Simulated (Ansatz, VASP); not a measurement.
K2Pt: VASP beside Ansatz

```
CELL_PARAMETERS angstrom
0.00000 3.75310 3.78146
3.80982 0.00000 3.78146
3.80982 3.75310 0.00000
ATOMIC_POSITIONS crystal
K 0.75000 0.75000 0.75000
K 0.25000 0.25000 0.25000
Pt 0.00000 0.00000 0.00000
```

Change from the starting cell: strain +0.0075 x Voigt [1, -1, 0, 0, 0, 0], atoms carried along.

Alike in both runs: task single point; functional LDA; k mesh 6 × 6 × 6; occupations gaussian, width 0.05 eV; no spin polarisation.

|  | VASP | Ansatz |
| --- | --- | --- |
| version | VASP 6.6.1 | Ansatz 0.2.0 |
| potentials or method | VASP PAW LDA potentials, release 64 (K_sv, Pt), cutoff 520 eV | scalar-relativistic, plane waves, PAW |
| valence electrons in the cell | 28 | 36 |

VASP gave:

| Item | Value |
| --- | --- |
| gap on the k mesh at the Fermi level (eV) | 1.31 |
| least direct gap on the mesh (eV) | 1.39 |
| pressure (GPa) | -1.8 |
| traceless stress, the component that is largest in VASP (GPa) | -0.16 |

Q: Which values does Ansatz return?

A: gap on the k mesh at the Fermi level (eV): 1.31; least direct gap on the mesh (eV): 1.38; pressure (GPa): -1.9; traceless stress, the component that is largest in VASP (GPa): -0.16.

LDA's correlation is that of Perdew and Zunger in VASP and of Perdew and Wang (1992) in Ansatz. VASP's potentials hold 28 valence electrons a cell and Ansatz's 36, so a difference there can come from the potentials and not from the codes.

Spin-orbit coupling is off throughout.
